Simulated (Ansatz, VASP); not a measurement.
**Two plane-wave programs on VO2**

Contents of POSCAR:

```
VO2
1.0
    4.5546000000      0.0000000000      0.0000000000
    0.0000000000      4.5546000000      0.0000000000
    0.0000000000      0.0000000000      2.8528000000
V O
2 4
Direct
    0.0000000000      0.0000000000      0.0000000000
    0.5000000000      0.5000000000      0.5000000000
    0.3001000000      0.3001000000      0.0000000000
    0.1999000000      0.8001000000      0.5000000000
    0.6999000000      0.6999000000      0.0000000000
    0.8001000000      0.1999000000      0.5000000000
```

File INCAR.step1:

```
SYSTEM = VO2
ALGO = Normal
EDIFF = 1E-5
ENCUT = 580
GGA = PE
GGA_COMPAT = .False.
ISMEAR = -1
ISPIN = 2
KPAR = 4
LASPH = .True.
LCHARG = .False.
LMAXMIX = 4
LREAL = .False.
LWAVE = .True.
MAGMOM = 1 1 0 0 0 0
NBANDS = 38
NELM = 200
PREC = Accurate
SIGMA = 0.05
```

INCAR.step2

```
SYSTEM = VO2
ALGO = Normal
EDIFF = 1E-8
ENCUT = 580
GGA_COMPAT = .False.
ISIF = 2
ISMEAR = -1
ISPIN = 2
ISTART = 1
KPAR = 4
LASPH = .True.
LCHARG = .False.
LEFG = .True.
LMAXMIX = 4
LMIXTAU = .True.
LORBIT = 11
LREAL = .False.
LWAVE = .False.
MAGMOM = 1 1 0 0 0 0
METAGGA = R2SCAN
NBANDS = 38
NELM = 200
PREC = Accurate
SIGMA = 0.05
```

File KPOINTS:

```
k-points
0
Gamma
  10 10 16
  0 0 0
```

Input for Ansatz:

```yaml
crystal:
  lattice:
    - [4.5546, 0.0, 0.0]
    - [0.0, 4.5546, 0.0]
    - [0.0, 0.0, 2.8528]
  atoms:
    - { symbol: V, position: [0.0, 0.0, 0.0], spin: 1.0 }
    - { symbol: V, position: [0.5, 0.5, 0.5], spin: 1.0 }
    - { symbol: O, position: [0.3001, 0.3001, 0.0] }
    - { symbol: O, position: [0.1999, 0.8001, 0.5] }
    - { symbol: O, position: [0.6999, 0.6999, 0.0] }
    - { symbol: O, position: [0.8001, 0.1999, 0.5] }
magnetization:
  spin_polarized: true
kpoints:
  mp_grid: { grid: [10, 10, 16] }
scf:
  occupations: { method: fermi_dirac, width: 0.05 }
hamiltonian:
  xc: r2scan
  pseudopotentials: { kind: paw }
output:
  forces: true
  stress: true
  populations: true
  efg:
    quadrupole_moments_barn: { V: -0.052, O: -0.02558 }
    contact_densities: true
```

Alike in both runs: task electric field gradients; functional r2SCAN; k mesh 10 × 10 × 16; occupations fermi-dirac, width 0.05 eV; collinear spin.

|  | VASP | Ansatz |
| --- | --- | --- |
| version | VASP 6.6.1 | Ansatz 0.2.0 |
| potentials or method | VASP PAW PBE potentials, release 64 (V_sv, O) | plane-wave PAW, scalar-relativistic |
| plane-wave cutoff (eV) | 580 | 500 |
| valence electrons in the cell | 50 | 50 |

|  | VASP | Ansatz | Ansatz less VASP |
| --- | --- | --- | --- |
| pressure (GPa) | -3.0 | -3.9 | -0.91 |
| traceless stress, the component that is largest in VASP (GPa) | -1.03 | -1.38 | -0.355 |
| rms of the force components (eV/Å) | 0.032 | 0.050 | +0.0178 |
| net moment per atom (μB) | 0.33 | 0.33 | 0.000 |
| size of the moment on the site where the two differ most (μB) | 1.12 | 0.90 | -0.224 |
| size of Vzz on the site where it differs most (V/Å²) | 6.0 | 8.5 | +2.49 |

VASP's potentials were made for PBE, not for r2SCAN. Site moments also hang on the region over which each program counts them. Atom by atom the forces differ by 0.018 eV/Å (rms over components). Ansatz's warnings: stability check not made.
